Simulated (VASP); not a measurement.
Runs of VASP 6.6.1 on BN (Qingsongite). The structure is that of space group F-43m (No. 216), or close to it. The cells are those of the table. 

| task | potentials or basis | cell | cutoff (eV) | smearing | second run | gap on the mesh (eV) | pressure (GPa) |
| --- | --- | --- | --- | --- | --- | --- | --- |
| relaxation of cell and atoms | VASP PAW PBE potentials, release 64 (B, N) | relaxed to 51.9 GPa from a = 2.462 Å, angles 60.0°, 2 atoms | 600 | gaussian 0.01 eV | - | 5.10 | 51.9 |
| single point | VASP PAW PBE potentials, release 64 (B, N) | a = 2.527 Å, angles 60.0°, 2 atoms | 520 | gaussian 0.02 eV | - | 5.02 | 13.9 |
| single point | VASP PAW PBE potentials, release 64 (B, N) | a = 2.603 Å, angles 60.0°, 2 atoms | 520 | gaussian 0.02 eV | - | (c) | -19.6 |
| single point | VASP PAW PBE potentials, release 64 (B, N) | a = 2.578 Å, angles 60.0°, 2 atoms | 520 | gaussian 0.02 eV | - | 4.94 | (a) |
| single point | VASP PAW PBE potentials, release 64 (B, N) | a = 2.500 Å, angles 60.0°, 2 atoms | 520 | gaussian 0.02 eV | - | 5.05 | 28.5 |
| relaxation of cell and atoms | VASP PAW PBE potentials, release 64 (B, N) | relaxed from a = 2.556 Å, angles 60.0°, 2 atoms | 600 | gaussian 0.02 eV | - | 4.98 | 0.0 |
| single point | VASP PAW PBE potentials, release 64 (B, N) | a = 2.552 Å, angles 60.0°, 2 atoms | 520 | gaussian 0.02 eV | - | 4.98 | 1.1 |
| single point | VASP PAW PBE potentials, release 64 (B_h, N_h) | a = 2.552 Å, angles 60.0°, 2 atoms | 910 | gaussian 0.02 eV | hard_potentials | 5.00 | -0.6 |
| single point | VASP PAW PBE potentials, release 64 (B, N) | a = 2.462 Å, angles 60.0°, 2 atoms | 520 | gaussian 0.01 eV | - | 5.11 | (b) |

Alike in all rows: level r2SCAN; no spin polarisation; k mesh 12 × 12 × 12.

Q: Estimate the missing entries.

A: (a) -10.0; (b) 53.4; (c) 4.91.

Caveats: the PAW data sets were made with another functional, which shifts forces and pressure a little; the cell is relaxed towards a set pressure, so the enthalpy falls and the energy may rise (some runs); the cutoff is under 1.25 times the usual one of these potentials, so pressure, stress and relaxed cells hold a basis-set (Pulay) error (some runs).

A k mesh can miss the band edges.
